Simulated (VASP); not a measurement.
Wanted: the native input for a VASP 6.6.1 run.

- Task: single point
- Functional: PBE
- Potentials or basis: VASP PAW PBE potentials, release 64 (Be)
- Cutoff: 520 eV
- k mesh: 30 × 30 × 16
- Occupations: gaussian, width 0.1 eV
- Spin: no spin polarisation
- Dipole correction: no
- Further INCAR settings: ALGO = Fast; EDIFF = 1e-06; NBANDS = 9

The structure of Be lies in POSCAR:

```
Be
1.0
    2.3111610680      0.0000000000      0.0000000000
   -1.1555805340      2.0015241971      0.0000000000
    0.0000000000      0.0000000000      3.6248405196
Be
2
Direct
    0.3333333333      0.6666666667      0.2500000000
    0.6666666667      0.3333333333      0.7500000000
```

This cell differs from its parent crystal: volume scaled by 1.06, then relaxed in part.

The input as run:

INCAR

```
SYSTEM = Be
PREC = Accurate
ENCUT = 520
EDIFF = 1E-6
ISMEAR = 0
SIGMA = 0.1
LREAL = .FALSE.
LASPH = .TRUE.
NELM = 60
ALGO = Fast
ISIF = 2
LWAVE = .FALSE.
LCHARG = .FALSE.
GGA = PE
NBANDS = 9
```

KPOINTS

```
regular mesh
0
G
  30 30 16
  0 0 0
```

Potentials or basis: VASP PAW PBE potentials, release 64 (Be).

Command:

```bash
$ cat potpaw_PBE.64/Be/POTCAR > POTCAR
$ mpirun -np 1 vasp_std > vasp.out
```

Results of the run:

```yaml
Pressure: -6.4 GPa
Band_gap_on_the_k_mesh: zero (band 2 reaches 7.59 eV, above the bottom of band 3 at 5.49 eV)
```

Wall time 76 s on 1 thread of Intel(R) Xeon(R) Platinum 8259CL CPU @ 2.50GHz (Skylake/Cascade Lake), on a shared host, peak memory 0.21 GiB.
